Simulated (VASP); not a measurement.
B6As, 14 atoms in the cell. Symmetry: R-3m, No. 166, trigonal system. Conventional cell: a = 6.247 Å, b = 6.247 Å, c = 12.151 Å, α = 90.00°, β = 90.00°, γ = 120.00°. Within 2.4 Å of B (site symmetry m) lie 6 B at 1.81 to 1.94 Å. Within 2.3 Å of B (site symmetry m) lie 5 B at 1.76 to 1.84 Å and 1 As at 2.04 Å. Within 2.7 Å of As (site symmetry 3m) lie 3 B at 2.04 Å and 1 As at 2.43 Å. 

| Quantity | Value |
| --- | --- |
| Program | VASP 6.6.1 |
| Task | relaxation of shape and atoms at fixed volume |
| Functional | r2SCAN |
| Potentials or basis | VASP PAW PBE potentials, release 64 (B, As) |
| Cutoff | 600 eV |
| k mesh | 6 × 6 × 6 |
| Occupations | gaussian, width 0.02 eV |
| Spin | no spin polarisation |
| Dipole correction | no |
| Further INCAR settings | ALGO = Normal; EDIFF = 1e-06; IBRION = 2; EDIFFG = -0.01; NSW = 50; ISIF = 4 |

Potentials or basis: VASP PAW PBE potentials, release 64 (B, As).

Launch:

```console
$ cat potpaw_PBE.64/B/POTCAR potpaw_PBE.64/As/POTCAR > POTCAR
$ cp INCAR.step1 INCAR
$ mpirun -np 1 vasp_std > vasp.out
$ cp INCAR.step2 INCAR
$ mpirun -np 1 vasp_std > vasp.out
```

Hardware: 1 thread of Oxide Virtual Turin-like Processor (shared host).

Estimate the wall time of this run.

Run time: 69 min on 1 thread of Oxide Virtual Turin-like Processor, on a shared host, peak memory 0.41 GiB. Counts: k points 32, ion steps 6.
